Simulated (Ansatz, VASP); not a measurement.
## GaP: VASP beside Ansatz

Contents of INCAR:

```
PREC = Accurate
ENCUT = 500
EDIFF = 1E-6
ISMEAR = 0
SIGMA = 0.02
LREAL = False
LASPH = True
NELM = 120
ALGO = Normal
ISIF = 2
LWAVE = False
LCHARG = False
GGA = PE
NBANDS = 16
GGA_COMPAT = False
```

KPOINTS

```
Automatic mesh
0
Gamma
  6 6 6
```

POSCAR

```
GaP
1.0
    0.0000000000      2.7343341667      2.7252500000
    2.7343341667      0.0000000000      2.7252500000
    2.7343341667      2.7343341667      0.0000000000
Ga P
1 1
Direct
    0.0000000000      0.0000000000      0.0000000000
    0.2500000000      0.2500000000      0.2500000000
```

Input for Ansatz:

```yaml
crystal:
  lattice:
    - [0.0, 2.7343341666666667, 2.72525]
    - [2.7343341666666667, 0.0, 2.72525]
    - [2.7343341666666667, 2.7343341666666667, 0.0]
  atoms:
    - { symbol: Ga, position: [0.0, 0.0, 0.0] }
    - { symbol: P, position: [0.25, 0.25, 0.25] }
basis:
  ecutwfc: 520.0
kpoints:
  mp_grid:
    grid: [6, 6, 6]
scf:
  occupations:
    method: gaussian
    width: 0.02
output:
  stress: true
```

Alike in both runs: task single point; functional PBE; k mesh 6 × 6 × 6; occupations gaussian, width 0.02 eV; no spin polarisation.

|  | VASP | Ansatz |
| --- | --- | --- |
| version | VASP 6.6.1 | Ansatz 0.2.0 |
| potentials or method | VASP PAW PBE potentials, release 64 (Ga_d, P), cutoff 500 eV | plane waves, PAW |
| valence electrons in the cell | 18 | 18 |

```csv
,VASP,Ansatz,Ansatz less VASP
pressure (GPa),1.9,1.9,+0.09
"traceless stress, the component that is largest in VASP (GPa)",0.16,0.16,-0.001
```
